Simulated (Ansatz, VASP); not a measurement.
## One calculation of Hg, two programs

Contents of INCAR:

```
SYSTEM = Hg
PREC = Accurate
ENCUT = 520
EDIFF = 1E-6
ISMEAR = 0
SIGMA = 0.15
LREAL = .FALSE.
LASPH = .TRUE.
NELM = 60
ALGO = Fast
ISIF = 2
LWAVE = .FALSE.
LCHARG = .FALSE.
GGA = PS
IVDW = 12
NBANDS = 19
```

KPOINTS

```
Automatic mesh
0
G
  18 18 10
  0 0 0
```

Contents of POSCAR:

```
Hg
1.0
    3.2821441745      0.0000000000      0.0000000000
   -1.6410720873      2.8424202340      0.0000000000
    0.0000000000      0.0000000000      4.8552758773
Hg
2
Direct
    0.6666666667      0.3333333333      0.7500000000
    0.3333333333      0.6666666667      0.2500000000
```

Input for Ansatz:

```yaml
crystal:
  lattice:
    - [3.2821441745, 0.0, 0.0]
    - [-1.6410720873, 2.842420234, 0.0]
    - [0.0, 0.0, 4.8552758773]
  atoms:
    - { symbol: Hg, position: [0.6666666667, 0.3333333333, 0.75] }
    - { symbol: Hg, position: [0.3333333333, 0.6666666667, 0.25] }
basis:
  ecutwfc: 420
kpoints:
  mp_grid: { grid: [18, 18, 10] }
hamiltonian:
  xc: pbesol
  dispersion: d3bj
scf:
  occupations: { method: gaussian, width: 0.15 }
output:
  forces: true
  stress: true
  eigenvalues: true
```

Alike in both runs: task single point; functional PBEsol; dispersion D3(BJ); k mesh 18 × 18 × 10; occupations gaussian, width 0.15 eV; no spin polarisation.

|  | VASP | Ansatz |
| --- | --- | --- |
| version | VASP 6.6.1 | Ansatz 0.2.0 |
| potentials or method | VASP PAW PBE potentials, release 64 (Hg), cutoff 520 eV | scalar-relativistic, plane waves, PAW |
| valence electrons in the cell | 24 | 40 |

VASP gave:

| Quantity | Value |
| --- | --- |
| gap on the k mesh at the Fermi level (eV) | none |
| pressure (GPa) | -1.0 |
| traceless stress, the component that is largest in VASP (GPa) | -0.21 |

Problem. What did Ansatz give for the same quantities?

Solution. gap on the k mesh at the Fermi level (eV): none; pressure (GPa): -1.5; traceless stress, the component that is largest in VASP (GPa): -0.33.

VASP's potentials were made for PBE, not for PBEsol. A gap of «none» marks a metal or a gap that the smearing closes. VASP's potentials hold 24 valence electrons a cell and Ansatz's 40, so a difference there can come from the potentials and not from the codes.

Neither program's run includes spin-orbit coupling.
